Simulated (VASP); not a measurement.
# SnO (P4/nmm) in VASP: further runs, part 2 of 2

VASP 6.6.1.

## (3) Single point, r2SCAN (epitaxial xy strain -4.0%)

Contents of POSCAR:

```
SnO
1.0
    3.6408845392      0.0000000000      0.0000000000
    0.0000000000      3.6408845392      0.0000000000
    0.0000000000      0.0000000000      4.9055625148
Sn O
2 2
Direct
    0.0000000000      0.5000000000      0.2441682863
    0.5000000000      0.0000000000      0.7558317137
    0.5000000000      0.5000000000      0.0000000000
    0.0000000000      0.0000000000      0.0000000000
```

Contents of INCAR.step1:

```
ALGO = Normal
EDIFF = 1E-5
ENCUT = 1480
GGA = PE
GGA_COMPAT = F
ISMEAR = -1
LASPH = T
LCHARG = F
LREAL = F
LWAVE = T
NBANDS = 28
NELM = 120
PREC = Accurate
SIGMA = 0.02
```

Contents of INCAR.step2:

```
ALGO = Normal
EDIFF = 1E-6
ENCUT = 1480
GGA_COMPAT = F
ISIF = 2
ISMEAR = -1
ISTART = 1
LASPH = T
LCHARG = T
LELF = T
LMIXTAU = T
LREAL = F
LVHAR = T
LWAVE = F
METAGGA = R2SCAN
NBANDS = 28
NELM = 120
PREC = Accurate
SIGMA = 0.02
```

Contents of KPOINTS:

```
k-points
0
Gamma
  6 6 6
```

Potentials or basis: VASP PAW PBE potentials, release 64 (Sn_d, O_h).

Command:

```
$ cat potpaw_PBE.64/Sn_d/POTCAR potpaw_PBE.64/O_h/POTCAR > POTCAR
$ cp INCAR.step1 INCAR
$ mpirun -np 1 vasp_std > vasp.out
$ cp INCAR.step2 INCAR
$ mpirun -np 1 vasp_std > vasp.out
```

OUTCAR:

```text
EDIFF = 1E-6
   ENCUT = 1480
   ISIF = 2
   ISMEAR = -1
   ISTART = 1
   LASPH = T
   LREAL = F
   METAGGA = R2SCAN
   NELM = 120
   PREC = Accurate

 ion  position               nearest neighbor table
   1  0.000  0.500  0.244-   3 2.18   4 2.18   4 2.18   3 2.18   2 3.52   2 3.52   2 3.52   2 3.52
                             2 3.60   2 3.60   2 3.60   2 3.60
   2  0.500  0.000  0.756-   3 2.18   4 2.18   3 2.18   4 2.18   1 3.52   1 3.52   1 3.52   1 3.52
                             1 3.60   1 3.60   1 3.60   1 3.60
   3  0.500  0.500  0.000-   1 2.18   2 2.18   2 2.18   1 2.18
   4  0.000  0.000  0.000-   1 2.18   2 2.18   1 2.18   2 2.18

  LATTYP: Found a simple tetragonal cell.
 ALAT       =     3.6408845392
 C/A-ratio  =     1.3473545953

  Lattice vectors:

 A1 = (   3.6408845392,   0.0000000000,   0.0000000000)
 A2 = (   0.0000000000,   3.6408845392,   0.0000000000)
 A3 = (   0.0000000000,   0.0000000000,   4.9055625148)

Analysis of symmetry for initial positions (statically):
=====================================================================
 Subroutine PRICEL returns:
 Original cell was already a primitive cell.

 Routine SETGRP: Setting up the symmetry group for a
 simple tetragonal supercell.

 Subroutine GETGRP returns: Found 16 space group operations
 (whereof  8 operations were pure point group operations)
 out of a pool of 16 trial point group operations.

The static configuration has the point symmetry D_2d.
 The point group associated with its full space group is D_4h.

Analysis of symmetry for dynamics (positions and initial velocities):
=====================================================================
 Subroutine PRICEL returns:
 Original cell was already a primitive cell.

 Routine SETGRP: Setting up the symmetry group for a
 simple tetragonal supercell.

 Subroutine GETGRP returns: Found 16 space group operations
 (whereof  8 operations were pure point group operations)
 out of a pool of 16 trial point group operations.

The dynamic configuration has the point symmetry D_2d.
 The point group associated with its full space group is D_4h.

 Subroutine INISYM returns: Found 16 space group operations
 (whereof  8 operations are pure point group operations),
 and found     1 'primitive' translations

----------------------------------------------------------------------------------------

                                     Primitive cell

  volume of cell :      65.0283

  direct lattice vectors                    reciprocal lattice vectors
     3.640884539  0.000000000  0.000000000     0.274658531  0.000000000  0.000000000
     0.000000000  3.640884539  0.000000000     0.000000000  0.274658531  0.000000000
     0.000000000  0.000000000  4.905562515     0.000000000  0.000000000  0.203850220

  length of vectors
     3.640884539  3.640884539  4.905562515     0.274658531  0.274658531  0.203850220

  position of ions in fractional coordinates (direct lattice)
     0.000000000  0.500000000  0.244168286
     0.500000000  0.000000000  0.755831714
     0.500000000  0.500000000  0.000000000
     0.000000000  0.000000000  0.000000000

  ion indices of the primitive-cell ions
   primitive index   ion index
[... 26 lines left out ...]
 Subroutine IBZKPT returns following result:
 ===========================================

 Found     40 irreducible k-points:

 Following reciprocal coordinates:
            Coordinates               Weight
  0.000000  0.000000  0.000000      1.000000
  0.166667  0.000000  0.000000      4.000000
  0.333333  0.000000  0.000000      4.000000
  0.500000  0.000000  0.000000      2.000000
  0.166667  0.166667  0.000000      4.000000
  0.333333  0.166667  0.000000      8.000000
[... 16 lines left out ...]
  0.333333  0.000000  0.333333      8.000000
  0.500000  0.000000  0.333333      4.000000
 [... further k-points ...]
   k-points           NKPTS =     40   k-points in BZ     NKDIM =     40   number of bands    NBANDS=     28
   number of dos      NEDOS =    301   number of ions     NIONS =      4
   total plane-waves  NPLWV = 147456
   dimension x,y,z NGX =    48 NGY =   48 NGZ =   64
   dimension x,y,z NGXF=    96 NGYF=   96 NGZF=  128
   ions per type =               2   2
   NGX,Y,Z   is equivalent  to a cutoff of  21.92, 21.92, 21.69 a.u.
   NGXF,Y,Z  is equivalent  to a cutoff of  43.83, 43.83, 43.38 a.u.
 SYSTEM =  unknown system
   PREC   = accura    normal or accurate (medium, high low for compatibility)
   ISTART =      1    job   : 0-new  1-cont  2-samecut
   ICHARG =      0    charge: 1-file 2-atom 10-const
   ISPIN  =      1    spin polarized calculation?
   LNONCOLLINEAR =      F non collinear calculations
   LSORBIT =      F    spin-orbit coupling
   LASPH  =      T    aspherical Exc in radial PAW
   ENCUT  = 1480.0 eV 108.78 Ry   10.43 a.u.  11.42 11.42 15.39*2*pi/ulx,y,z
   NELM   =    120;   NELMIN=  2; NELMDL=  0     # of ELM steps
   EDIFF  = 0.1E-05   stopping-criterion for ELM
   LREAL  =      F    real-space projection
   EDIFFG = 0.1E-04   stopping-criterion for IOM
   NSW    =      0    number of steps for IOM
   IBRION =     -1    ionic relax: 0-MD 1-quasi-New 2-CG
   NFREE  =      0    steps in history (QN), initial steepest desc. (CG)
   ISIF   =      2    stress and relaxation
   ISYM   =      2    0-nonsym 1-usesym 2-fastsym
   POTIM  = 0.5000    time-step for ionic-motion
   TEBEG  =    0.0;   TEEND  =   0.0 temperature during run
   PSTRESS=    0.0 pullay stress
   NELECT =      40.0000    total number of electrons
   NUPDOWN=      -1.0000    fix difference up-down
   EMIN   =  10.00;   EMAX   =-10.00  energy-range for DOS
   EFERMI =   0.00;   METHOD = LEGACY
   ISMEAR =    -1;   SIGMA  =   0.02  broadening in eV -4-tet -1-fermi 0-gaus
   EFERMI_NEDOS =   21; number of points for ismear=-14 and -15
   IALGO  =     38    algorithm
   IMIX   =      4    mixing-type and parameters
     AMIX     =   0.40;   BMIX     =  1.00
     AMIX_MAG =   1.60;   BMIX_MAG =  1.00
  volume/ion in A,a.u.               =      16.26       109.71
  Fermi-wavevector in a.u.,A,eV,Ry     =   1.392282  2.631032 26.374211  1.938450
  Thomas-Fermi vector in A             =   2.516040
   LORBIT       =      0    0 simple, 1 ext, 2 COOP (PROOUT), +10 PAW based schemes
   METAGGA = R2SCAN    functional components
   LHFCALC =     F    Hartree Fock is set to
   AEXX    =    0.0000 exact exchange contribution
   IVDW    =     0    specifies the selected vdW correction
   LEPSILON=     F    determine dielectric tensor
   LRPA    =     F    only Hartree local field effects (RPA)
 non-spin polarized calculation
  energy-cutoff  :     1480.00
  volume of cell :       65.03
 maximum number of plane-waves:      8427
 NGX is ok and might be reduce to    48
   NGX = 23   NGY = 23   NGZ = 31

 number of electron      40.0000001 magnetization

 Free energy of the ion-electron system (eV)
  ---------------------------------------------------
  ext. energy  EPLUGINS =         0.00000000
  ---------------------------------------------------
  free energy    TOTEN  =       -66.73456774 eV

  energy without entropy =      -66.73410140  energy(sigma->0) =      -66.73433457

 E-fermi :   8.5555     XC(G=0): -11.3750

 val. band max:        8.5343354274   @ k =   0.1667   0.0000   0.0000
 cond. band min:       8.6495767750   @ k =   0.5000   0.5000   0.1667
 fundamental gap:      0.1152413477
 Fermi energy:         8.5554706593

 k-point     1 :       0.0000    0.0000    0.0000
  band No.  band energies     occupation
      1     -14.8036      2.00000
      2     -14.1721      2.00000
      3     -14.1223      2.00000
      4     -14.1223      2.00000
      5     -14.0599      2.00000
      6     -14.0332      2.00000
[... 733 lines left out ...]
     27      18.1518      0.00000
     28      18.1518      0.00000

 [... further k-points ...]

------------------------ aborting loop because EDIFF is reached ----------------------------------------

  FORCE on cell =-STRESS in cart. coord.  units (eV):
  Direction    XX          YY          ZZ          XY          YZ          ZX
  --------------------------------------------------------------------------------------
  -------------------------------------------------------------------------------------
  Total        4.4961419      4.4961419      0.7879517      0.0000000      0.0000000      0.0000000
  in kB      110.7765819    110.7765819     19.4136670      0.0000000      0.0000000      0.0000000
  external PRESSURE =      80.3222770 kB  Pullay stress =       0.0000000 kB

 VOLUME and BASIS-vectors are now :
 -----------------------------------------------------------------------------
  energy-cutoff  :     1480.00
  volume of cell :       65.03
      direct lattice vectors                 reciprocal lattice vectors
     3.640884539  0.000000000  0.000000000     0.274658531  0.000000000  0.000000000
     0.000000000  3.640884539  0.000000000     0.000000000  0.274658531  0.000000000
     0.000000000  0.000000000  4.905562515     0.000000000  0.000000000  0.203850220

 POSITION                                       TOTAL-FORCE (eV/Angst)
 -----------------------------------------------------------------------------------
      0.00000      1.82044      1.19778         0.000000      0.000000      0.130153
      1.82044      0.00000      3.70778         0.000000      0.000000     -0.130153
      1.82044      1.82044      0.00000         0.000000      0.000000     -0.000000
      0.00000      0.00000      0.00000         0.000000      0.000000     -0.000000
 -----------------------------------------------------------------------------------
    total drift:                                0.000000      0.000000     -0.000000

  FREE ENERGIE OF THE ION-ELECTRON SYSTEM (eV)
  ---------------------------------------------------
  free  energy   TOTEN  =       -66.7345677437 eV

  energy  without entropy=      -66.7341014007  energy(sigma->0) =      -66.73433457
```

It took 7.5 min on 1 thread of Intel Xeon 6975P-C (Granite Rapids), shared host; peak memory 0.6 GiB.

Results:

```
Free energy            : -66.7346 eV
Pressure               : 8.0 GPa
Largest force          : 0.130 eV/Å
Band gap on the k mesh : zero (bands 20 and 21 overlap by 0.67 eV)
```

Forces in eV/Å, atoms in the order of the input:
```
Sn   0.000  0.000  0.130
Sn   0.000  0.000 -0.130
O    0.000  0.000  0.000
O    0.000  0.000  0.000
```

Stress tensor (GPa, compression positive):
```
11.08  0.00  0.00
 0.00 11.08  0.00
 0.00  0.00  1.94
```

Levels at points of the mesh, in eV from the Fermi level:
```csv
k point,band 17,band 18,band 19,band 20,band 21,band 22,band 23,band 24
"(0.00, 0.00, 0.00)",-4.35,-3.67,-3.67,0.35,2.97,4.61,4.81,4.81
"(0.50, 0.00, 0.00)",-5.59,-5.59,-3.61,-3.61,3.35,3.35,6.43,6.43
"(0.50, 0.50, 0.00)",-2.98,-2.98,-2.44,-2.44,-0.32,-0.32,4.30,4.30
"(0.00, 0.00, 0.50)",-3.69,-3.69,-3.45,-3.07,2.58,3.02,3.02,4.36
"(0.50, 0.00, 0.50)",-5.56,-5.56,-2.47,-2.47,2.55,2.55,5.91,5.91
"(0.50, 0.50, 0.50)",-3.19,-3.19,-2.98,-2.98,1.95,1.95,4.18,4.18
```

Caveat: the cell differs from its parent crystal (epitaxial xy strain -4.0%); the stress differs along the axes, from 2 to 11 GPa; semilocal functionals underestimate gaps, and a narrow one can read as zero; the PAW data sets were made with another functional, which shifts forces and pressure a little; spin-orbit coupling is left out, which moves the levels of the heavy elements.

The gap in the log of VASP goes by the Fermi energy; the results here count the filled bands.